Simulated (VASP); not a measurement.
Wanted: the native input for a VASP 6.6.1 run.

```yaml
Task: single point
Functional: PBE
Potentials_or_basis: VASP PAW PBE potentials, release 64 (Ni, Si)
Cutoff: 520 eV
k_mesh: 11 × 11 × 6
Occupations: fermi-dirac, width 0.1 eV
Spin: no spin polarisation
Dipole_correction: no
k_mesh_for_the_DOS: 17 × 17 × 9
Occupations_for_the_DOS: tetrahedron
Further_INCAR_settings: ALGO = Normal; EDIFF = 1e-06; NBANDS = 22
```

SiNi (NiAs type):

```
Ni Si
1.0
     3.51058    0.00000    0.00000
    -1.75529    3.04025    0.00000
     0.00000    0.00000    4.82314
Ni Si
2 2
Direct
  0.00000 0.00000 0.00000
  0.00000 0.00000 0.50000
  0.33333 0.66667 0.25000
  0.66667 0.33333 0.75000
```

One way to write it, as run:

POSCAR

```
SiNi
1.0
    3.5105800464      0.0000000000      0.0000000000
   -1.7552900232      3.0402515022      0.0000000000
    0.0000000000      0.0000000000      4.8231365934
Ni Si
2 2
Direct
    0.0000000000      0.0000000000      0.0000000000
    0.0000000000      0.0000000000      0.5000000000
    0.3333333333      0.6666666667      0.2500000000
    0.6666666667      0.3333333333      0.7500000000
```

INCAR.step1

```
ALGO     = Normal         # electronic algorithm
EDIFF    = 1E-6           # SCF threshold, eV
ENCUT    = 520            # plane-wave cutoff, eV
GGA      = PE             # functional
ISIF     = 2              # what is computed and relaxed
ISMEAR   = -1             # smearing method
LASPH    = True           # aspherical terms in the spheres
LCHARG   = True           # write CHGCAR
LMAXMIX  = 4              # l up to which the mixer works
LREAL    = False          # projectors in reciprocal space
LWAVE    = False          # write WAVECAR
NBANDS   = 22             # bands
NELM     = 80             # most SCF steps
PREC     = Accurate       # precision mode
SIGMA    = 0.1            # smearing width, eV
```

KPOINTS.step1

```
k-points
0
Gamma
  11 11 6
```

INCAR.step2

```
ALGO     = Normal         # electronic algorithm
EDIFF    = 1E-6           # SCF threshold, eV
ENCUT    = 520            # plane-wave cutoff, eV
GGA      = PE             # functional
ICHARG   = 11             # starting density
ISIF     = 2              # what is computed and relaxed
ISMEAR   = -5             # smearing method
LASPH    = True           # aspherical terms in the spheres
LCHARG   = False          # write CHGCAR
LMAXMIX  = 4              # l up to which the mixer works
LORBIT   = 10             # projections on sites
LREAL    = False          # projectors in reciprocal space
LWAVE    = False          # write WAVECAR
NBANDS   = 22             # bands
NEDOS    = 1001           # points of the DOS
NELM     = 80             # most SCF steps
PREC     = Accurate       # precision mode
SIGMA    = 0.1            # smearing width, eV
```

KPOINTS.step2

```
k-points
0
Gamma
  17 17 9
```

Potentials or basis: VASP PAW PBE potentials, release 64 (Ni, Si).

Launch:

```sh
$ cat potpaw_PBE.64/Ni/POTCAR potpaw_PBE.64/Si/POTCAR > POTCAR
$ cp INCAR.step1 INCAR
$ cp KPOINTS.step1 KPOINTS
$ mpirun -np 1 vasp_std > vasp.out
$ cp INCAR.step2 INCAR
$ cp KPOINTS.step2 KPOINTS
$ mpirun -np 1 vasp_std > vasp.out
```

Results of the run:

```
Valence electrons inside the program's atomic spheres : Ni 9.61; Si 1.59
```

It took 68 s on 1 thread of Intel(R) Xeon(R) 6975P-C (Granite Rapids) (shared host), peak memory 0.28 GiB.
